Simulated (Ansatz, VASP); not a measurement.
## WS2 in VASP and in Ansatz

Contents of INCAR:

```
PREC = Accurate ; ENCUT = 520
EDIFF = 1E-6 ; ISMEAR = 0
SIGMA = 0.15 ; LREAL = False
LASPH = True ; NELM = 100
ALGO = Normal ; ISIF = 2
LWAVE = False ; LCHARG = False
GGA = PE ; NBANDS = 20
```

File KPOINTS:

```
regular mesh
0
Gamma
  12 12 2
```

The input POSCAR:

```
WS2
1.0
    3.1835160000      0.0000000000      0.0000000000
   -1.5917580000      2.7570060000      0.0000000000
    0.0000000000      0.0000000000     16.9505780000
W S
1 2
Direct
    0.3151977181      0.6303954362      0.0000000000
    0.6666666667      0.3333333333      0.9079990000
    0.6666666667      0.3333333333      0.0920010000
```

Input for Ansatz:

```yaml
crystal:
  lattice:
    - [3.183516, 0.0, 0.0]
    - [-1.591758, 2.757006, 0.0]
    - [0.0, 0.0, 16.950578]
  atoms:
    - { symbol: W, position: [0.31519771810434943, 0.6303954362086989, 0.0] }
    - { symbol: S, position: [0.6666666666666666, 0.3333333333333333, 0.907999] }
    - { symbol: S, position: [0.6666666666666666, 0.3333333333333333, 0.092001] }
kpoints:
  mp_grid:
    grid: [12, 12, 2]
hamiltonian:
  xc: pbe
scf:
  occupations:
    method: gaussian
    width: 0.15
output:
  forces: true
```

Alike in both runs: task single point; functional PBE; k mesh 12 × 12 × 2; occupations gaussian, width 0.15 eV; no spin polarisation.

```csv
,VASP,Ansatz
version,VASP 6.6.1,Ansatz 0.2.0
potentials or method,"VASP PAW PBE potentials, release 64 (W_sv, S)","plane waves, PAW"
plane-wave cutoff (eV),520,420
valence electrons in the cell,26,26
```

```tsv
	VASP	Ansatz	Ansatz less VASP
rms of the force components (eV/Å)	0.867	0.867	+0.0002
```

Atom by atom the forces differ by 0.002 eV/Å (rms over components).

Spin-orbit coupling is off throughout.
